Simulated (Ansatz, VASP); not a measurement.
**In: VASP beside Ansatz**

File INCAR:

```
PREC = Accurate ; ENCUT = 520
EDIFF = 1E-7 ; ISMEAR = 0
SIGMA = 0.15 ; LREAL = F
LASPH = T ; NELM = 60
ALGO = Fast ; ISIF = 2
LWAVE = F ; LCHARG = F
GGA = CA ; NBANDS = 12
```

File KPOINTS:

```
Automatic mesh
0
Gamma
  22 22 22
```

The input POSCAR:

```
In
1.0
   -1.5734551609      1.5734551609      2.6778633383
    1.5734551609     -1.5734551609      2.6778633383
    1.5734551609      1.5734551609     -2.6778633383
In
1
Direct
    0.0000000000      0.0000000000      0.0000000000
```

Input for Ansatz:

```yaml
crystal:
  lattice:
    - [-1.5734551609, 1.5734551609, 2.6778633383]
    - [1.5734551609, -1.5734551609, 2.6778633383]
    - [1.5734551609, 1.5734551609, -2.6778633383]
  atoms:
    - { symbol: In, position: [0.0, 0.0, 0.0] }
basis:
  ecutwfc: 420
kpoints:
  mp_grid: { grid: [22, 22, 22] }
hamiltonian:
  xc: lda
  pseudopotentials: { kind: paw }
scf:
  occupations: { method: gaussian, width: 0.15 }
output:
  forces: true
  stress: true
  eigenvalues: true
  write_density: true
  write_potential: true
  elf: true
  volumetric_format: npy
```

Alike in both runs: task single point; functional LDA; k mesh 22 × 22 × 22; occupations gaussian, width 0.15 eV; no spin polarisation.

|  | VASP | Ansatz |
| --- | --- | --- |
| version | VASP 6.6.1 | Ansatz 0.2.0 |
| potentials or method | VASP PAW LDA potentials, release 64 (In_d), cutoff 520 eV | scalar-relativistic, plane waves, PAW |
| valence electrons in the cell | 13 | 13 |

|  | VASP | Ansatz | Ansatz less VASP |
| --- | --- | --- | --- |
| gap on the k mesh at the Fermi level (eV) | none | none | - |
| pressure (GPa) | -2.9 | -2.9 | 0.00 |
| traceless stress, the component that is largest in VASP (GPa) | -0.64 | -0.62 | +0.016 |

LDA's correlation is that of Perdew and Zunger in VASP and of Perdew and Wang (1992) in Ansatz. A gap of «none» marks a metal or a gap that the smearing closes.
